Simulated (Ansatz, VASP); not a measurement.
Given: the input of a run of VASP 6.6.1 on ZrB.

INCAR

```
  PREC = Accurate
  ENCUT = 600
  EDIFF = 1E-6
  ISMEAR = -1
  SIGMA = 0.05
  LREAL = False
  LASPH = True
  NELM = 80
  ALGO = Normal
  ISIF = 3
  LWAVE = False
  LCHARG = False
  GGA = RP
  IBRION = 2
  NSW = 60
  EDIFFG = -0.01
```

The input KPOINTS:

```
Automatic mesh
0
Gamma
  10 10 10
```

POSCAR

```
ZrB
1.0
    0.0000000000      2.3250000000      2.3250000000
    2.3250000000      0.0000000000      2.3250000000
    2.3250000000      2.3250000000      0.0000000000
Zr B
1 1
Direct
    0.0000000000      0.0000000000      0.0000000000
    0.5000000000      0.5000000000      0.5000000000
```

Potentials or basis: VASP PAW PBE potentials, release 64 (Zr_sv, B).

Launch:

```sh
$ cat potpaw_PBE.64/Zr_sv/POTCAR potpaw_PBE.64/B/POTCAR > POTCAR
$ mpirun -np 1 vasp_std > vasp.out
```

Q: Set up the same calculation for Ansatz 0.2.0. Potentials there: Ansatz PAW.

A: As run (the cutoff follows the program's own potentials):

File input.yaml:

```yaml
crystal:
  lattice:
    - [0.0, 2.325, 2.325]
    - [2.325, 0.0, 2.325]
    - [2.325, 2.325, 0.0]
  atoms:
    - { symbol: Zr, position: [0.0, 0.0, 0.0] }
    - { symbol: B, position: [0.5, 0.5, 0.5] }
hamiltonian:
  xc: rpbe
  pseudopotentials: { kind: paw }
kpoints:
  mp_grid: { grid: [10, 10, 10] }
scf:
  occupations: { method: fermi_dirac, width: 0.05 }
output:
  forces: true
  stress: true
  eigenvalues: true
relax:
  f_tol: 0.01
  max_steps: 40
  cell: { stress_tol: 0.05 }
```

Potentials or basis: Ansatz PAW.

Run with:

```sh
$ ansatz run input.yaml --threads 2 --pin off --max-ram 5632MiB --backend cpu --events-out ev --progress --plain --runs-dir out
```

Both were run:

|  | VASP | Ansatz | Ansatz less VASP |
| --- | --- | --- | --- |
| gap on the k mesh at the Fermi level, each at its own relaxed structure (eV) | none | none | - |
| relaxed volume (Å³/atom) | 15.00 | 14.99 | -0.008 |
| relaxed length of the cell vector where the two differ most in proportion (Å) | 3.488 | 3.487 | -0.0006 |

VASP's potentials were made for PBE, not for RPBE. A gap of «none» marks a metal or a gap that the smearing closes.

Noted on VASP's run: the volume moved by over 15 % at a fixed basis, so the end points are rough. Noted on Ansatz's run: the volume moved by over 15 % at a fixed basis, so the end points are rough; the plane-wave basis is chosen anew once the cell has moved, so the energies of steps on either side of that aren't comparable.
